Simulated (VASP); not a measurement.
Here is a VASP 6.6.1 calculation.

INCAR

```
SYSTEM = TiO2
ALGO = Normal
EDIFF = 1E-6
ENCUT = 520
GGA = PE
ISIF = 2
ISMEAR = -1
LASPH = .True.
LCHARG = .True.
LELF = .True.
LREAL = .False.
LVHAR = .True.
LWAVE = .False.
NBANDS = 33
NELM = 60
PREC = Accurate
SIGMA = 0.05
```

Contents of KPOINTS:

```
k-points
0
Gamma
  8 8 8
  0 0 0
```

The input POSCAR:

```
TiO2
1.0
   -1.8921000000      1.8921000000      4.8524460000
    1.8921000000     -1.8921000000      4.8524460000
    1.8921000000      1.8921000000     -4.8524460000
Ti O
2 4
Direct
    0.7500000000      0.2500000000      0.5000000000
    0.0000000000      0.0000000000      0.0000000000
    0.7936557148      0.7936557148      0.0000000000
    0.5436557148      0.0436557148      0.5000000000
    0.9563442852      0.4563442852      0.5000000000
    0.2063442852      0.2063442852      0.0000000000
```

Potentials or basis: VASP PAW PBE potentials, release 64 (Ti_sv, O).

Launch:

```sh
$ cat potpaw_PBE.64/Ti_sv/POTCAR potpaw_PBE.64/O/POTCAR > POTCAR
$ mpirun -np 1 vasp_std > vasp.out
```

(1) Estimate the band gap on the k mesh.

(2) Predict the largest force.

Results:

(1) 2.16 eV (least direct gap 2.44 eV).

(2) 0.022 eV/Å.
